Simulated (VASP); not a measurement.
Wanted: the native input for a VASP 6.6.1 run.

| Quantity | Value |
| --- | --- |
| Task | single point |
| Functional | PBE |
| Potentials or basis | VASP PAW PBE potentials, release 64 (Na_pv, I) |
| Cutoff | 520 eV |
| k mesh | 6 × 6 × 6 |
| Occupations | gaussian, width 0.05 eV |
| Spin | no spin polarisation |
| Dipole correction | no |
| Further INCAR settings | ALGO = Normal; EDIFF = 1e-07; NBANDS = 14 |

The structure of NaI lies in POSCAR:

```
NaI
1.0
    0.0000000000      3.2364000000      3.2364000000
    3.2364000000      0.0000000000      3.2364000000
    3.2364000000      3.2364000000      0.0000000000
Na I
1 1
Direct
    0.0000000000      0.0000000000      0.0000000000
    0.5000000000      0.5000000000      0.5000000000
```

The input as run:

INCAR

```
SYSTEM = NaI
PREC     = Accurate       ! precision mode
ENCUT    = 520            ! plane-wave cutoff, eV
EDIFF    = 1E-7           ! SCF threshold, eV
ISMEAR   = 0              ! smearing method
SIGMA    = 0.05           ! smearing width, eV
LREAL    = .False.        ! projectors in reciprocal space
LASPH    = .True.         ! aspherical terms in the spheres
NELM     = 80             ! most SCF steps
ALGO     = Normal         ! electronic algorithm
ISIF     = 2              ! what is computed and relaxed
LWAVE    = .False.        ! write WAVECAR
LCHARG   = .False.        ! write CHGCAR
GGA      = PE             ! functional
NBANDS   = 14             ! bands
```

KPOINTS

```
regular mesh
0
Gamma
  6 6 6
  0 0 0
```

Potentials or basis: VASP PAW PBE potentials, release 64 (Na_pv, I).

Command:

```console
$ cat potpaw_PBE.64/Na_pv/POTCAR potpaw_PBE.64/I/POTCAR > POTCAR
$ mpirun -np 1 vasp_std > vasp.out
```

It gave:

The pressure is 0.4 GPa. The band gap on the k mesh is 3.64 eV, direct.

Caveat: spin-orbit coupling is left out, which moves the levels of the heavy elements.

Wall time 12 s on 1 thread of Intel(R) Xeon(R) 6975P-C (Granite Rapids), on a shared host, peak memory 0.2 GiB.
